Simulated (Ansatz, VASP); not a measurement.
PbF2 in VASP and in Ansatz

```
Pb F
1.0
     0.04389    2.94581    2.94581
     2.94581    0.04389    2.94581
     2.98970    2.98970    0.00000
Pb F
1 2
Direct
  0.00000 0.00000 0.00000
  0.24653 0.24653 0.25347
  0.75347 0.75347 0.74653
```

Change from the starting cell: shear_xy strain +3.0%.

Alike in both runs: task single point; functional r2SCAN; k mesh 8 × 8 × 8; no spin polarisation.

|  | VASP | Ansatz |
| --- | --- | --- |
| version | VASP 6.6.1 | Ansatz 0.2.0 |
| potentials or method | VASP PAW PBE potentials, release 64 (Pb_d, F) | plane waves, PAW |
| plane-wave cutoff (eV) | 660 | 500 |
| occupations | gaussian, width 0.01 eV | fixed |
| valence electrons in the cell | 28 | 28 |

VASP gave:

```
gap on the k mesh at the Fermi level (eV)                     : 4.92
pressure (GPa)                                                : 1.1
traceless stress, the component that is largest in VASP (GPa) : -0.72
```

Problem. Estimate Ansatz's values.

Solution. gap on the k mesh at the Fermi level (eV): 4.92; pressure (GPa): 1.2; traceless stress, the component that is largest in VASP (GPa): -0.70.

VASP's potentials were made for PBE, not for r2SCAN.

Neither program's run includes spin-orbit coupling.
